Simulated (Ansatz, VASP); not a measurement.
# TiN: VASP beside Ansatz

File POSCAR:

```
TiN
1.0
    0.0000000000      2.0876558061      2.0876558061
    2.0876558061      0.0000000000      2.0876558061
    2.0876558061      2.0876558061      0.0000000000
Ti N
1 1
Direct
    0.5000000000      0.5000000000      0.5000000000
    0.0000000000      0.0000000000      0.0000000000
```

File INCAR.step1:

```
ALGO     = Normal         # electronic algorithm
EDIFF    = 1E-4           # SCF threshold, eV
ENCUT    = 520            # plane-wave cutoff, eV
GGA      = PE             # functional
ISMEAR   = 0              # smearing method
ISPIN    = 2              # spin polarisation
LASPH    = True           # aspherical terms in the spheres
LCHARG   = False          # write CHGCAR
LMAXMIX  = 4              # l up to which the mixer works
LREAL    = False          # projectors in reciprocal space
LWAVE    = True           # write WAVECAR
MAGMOM   = 0.05 0         # initial moments
NBANDS   = 20             # bands
NELM     = 150            # most SCF steps
PREC     = Accurate       # precision mode
SIGMA    = 0.05           # smearing width, eV
```

INCAR.step2

```
ALGO     = Normal         # electronic algorithm
EDIFF    = 1E-7           # SCF threshold, eV
ENCUT    = 520            # plane-wave cutoff, eV
ISIF     = 2              # what is computed and relaxed
ISMEAR   = 0              # smearing method
ISPIN    = 2              # spin polarisation
ISTART   = 1            
LASPH    = True           # aspherical terms in the spheres
LCHARG   = False          # write CHGCAR
LMAXMIX  = 4              # l up to which the mixer works
LMIXTAU  = True         
LORBIT   = 11             # projections on sites
LREAL    = False          # projectors in reciprocal space
LWAVE    = False          # write WAVECAR
MAGMOM   = 0.05 0         # initial moments
METAGGA  = R2SCAN         # meta-GGA
NBANDS   = 20             # bands
NELM     = 150            # most SCF steps
PREC     = Accurate       # precision mode
SIGMA    = 0.05           # smearing width, eV
```

The input KPOINTS:

```
k-points
0
Gamma
  14 14 14
```

Input for Ansatz:

```yaml
crystal:
  lattice:
    - [0.0, 2.0876558061, 2.0876558061]
    - [2.0876558061, 0.0, 2.0876558061]
    - [2.0876558061, 2.0876558061, 0.0]
  atoms:
    - { symbol: Ti, position: [0.5, 0.5, 0.5], spin: 0.05 }
    - { symbol: "N", position: [0.0, 0.0, 0.0] }
basis:
  ecutwfc: 500
  ecutrho_ratio: 4
kpoints:
  mp_grid: { grid: [14, 14, 14] }
hamiltonian:
  xc: r2scan
scf:
  occupations: { method: gaussian, width: 0.05 }
output:
  forces: true
  stress: true
  eigenvalues: true
  populations: true
magnetization:
  spin_polarized: true
```

Alike in both runs: task single point; functional r2SCAN; k mesh 14 × 14 × 14; occupations gaussian, width 0.05 eV; collinear spin.

|  | VASP | Ansatz |
| --- | --- | --- |
| version | VASP 6.6.1 | Ansatz 0.2.0 |
| potentials or method | VASP PAW PBE potentials, release 64 (Ti_sv, N), cutoff 520 eV | scalar-relativistic, plane waves, PAW |
| valence electrons in the cell | 17 | 17 |

Ansatz gave:

* gap on the k mesh at the Fermi level (eV): none
* pressure (GPa): 13.2
* net moment per atom (μB): 0.00

Q: Estimate VASP's values.

A: gap on the k mesh at the Fermi level (eV): none; pressure (GPa): 14.9; net moment per atom (μB): 0.00.

VASP's potentials were made for PBE, not for r2SCAN. A gap of «none» marks a metal or a gap that the smearing closes. With one functional, cell and mesh, what is left measures potentials, basis and numerics. Ansatz's warnings: seeded moment not kept, stability check not made.
